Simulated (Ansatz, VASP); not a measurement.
Sn: VASP beside Ansatz

Contents of INCAR:

```
ALGO = Normal
EDIFF = 1E-7
ENCUT = 520
GGA = PE
ISIF = 2
ISMEAR = 0
LASPH = T
LCHARG = F
LREAL = F
LWAVE = F
NBANDS = 21
NELM = 80
PREC = Accurate
SIGMA = 0.05
```

File KPOINTS:

```
k-points
0
Gamma
  12 12 12
```

POSCAR

```
Sn
1.0
    0.0000000000      3.2333428000      3.2333428000
    3.2333428000      0.0000000000      3.2333428000
    3.2333428000      3.2333428000      0.0000000000
Sn
2
Direct
    0.0000000000      0.0000000000      0.0000000000
    0.2500000000      0.2500000000      0.2500000000
```

Input for Ansatz:

```yaml
crystal:
  lattice:
    - [0.0, 3.2333428, 3.2333428]
    - [3.2333428, 0.0, 3.2333428]
    - [3.2333428, 3.2333428, 0.0]
  atoms:
    - { symbol: Sn, position: [0.0, 0.0, 0.0] }
    - { symbol: Sn, position: [0.25, 0.25, 0.25] }
basis:
  ecutwfc: 420
  ecutrho_ratio: 4
kpoints:
  mp_grid: { grid: [12, 12, 12] }
hamiltonian:
  xc: pbe
scf:
  occupations: { method: gaussian, width: 0.05 }
output:
  forces: true
  stress: true
  eigenvalues: true
```

Alike in both runs: task single point; functional PBE; k mesh 12 × 12 × 12; occupations gaussian, width 0.05 eV; no spin polarisation.

```csv
,VASP,Ansatz
version,VASP 6.6.1,Ansatz 0.2.0
potentials or method,"VASP PAW PBE potentials, release 64 (Sn_d), cutoff 520 eV","scalar-relativistic, plane waves, PAW"
valence electrons in the cell,28,28
```

|  | VASP | Ansatz | Ansatz less VASP |
| --- | --- | --- | --- |
| gap on the k mesh at the Fermi level (eV) | none | none | - |
| pressure (GPa) | 3.7 | 3.8 | +0.06 |

A gap of «none» marks a metal or a gap that the smearing closes.
